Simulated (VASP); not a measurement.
A run of VASP 6.6.1 is set up as follows.

The input INCAR:

```
SYSTEM = P
ALGO = Fast ; EDIFF = 1E-7
ENCUT = 520 ; GGA = PS
ISIF = 2 ; ISMEAR = 0
LASPH = .TRUE. ; LCHARG = .FALSE.
LREAL = .FALSE. ; LWAVE = .FALSE.
NBANDS = 12 ; NELM = 100
PREC = Accurate ; SIGMA = 0.15
```

Contents of KPOINTS:

```
k-points
0
G
  18 18 18
  0 0 0
```

Contents of POSCAR:

```
P
1.0
   -1.6915100431      2.5151650373      1.7845863704
    1.6915100431     -2.5151650373      1.7845863704
    1.6915100431      2.5151650373     -1.7845863704
P
2
Direct
    0.8033091100      0.0533091100      0.7500000000
    0.1966908900      0.9466908900      0.2500000000
```

Potentials or basis: VASP PAW PBE potentials, release 64 (P).

Run with:

```console
$ cat potpaw_PBE.64/P/POTCAR > POTCAR
$ mpirun -np 1 vasp_std > vasp.out
```

Q: What does it give for the largest force?

A: 0.903 eV/Å.

Q: Estimate the band gap on the k mesh.

A: Zero (bands 5 and 6 overlap by 1.37 eV).

Q: Predict the pressure.

A: 3.2 GPa.

Stress tensor (GPa, compression positive):
```
 4.86  0.00  0.00
 0.00 -2.68  0.00
 0.00  0.00  7.41
```

Caveat: the cell differs from its parent crystal (strain +0.000 along x and y, -0.040 along z); the stress differs along the axes, from -3 to 7 GPa; the PAW data sets were made with another functional, which shifts forces and pressure a little.
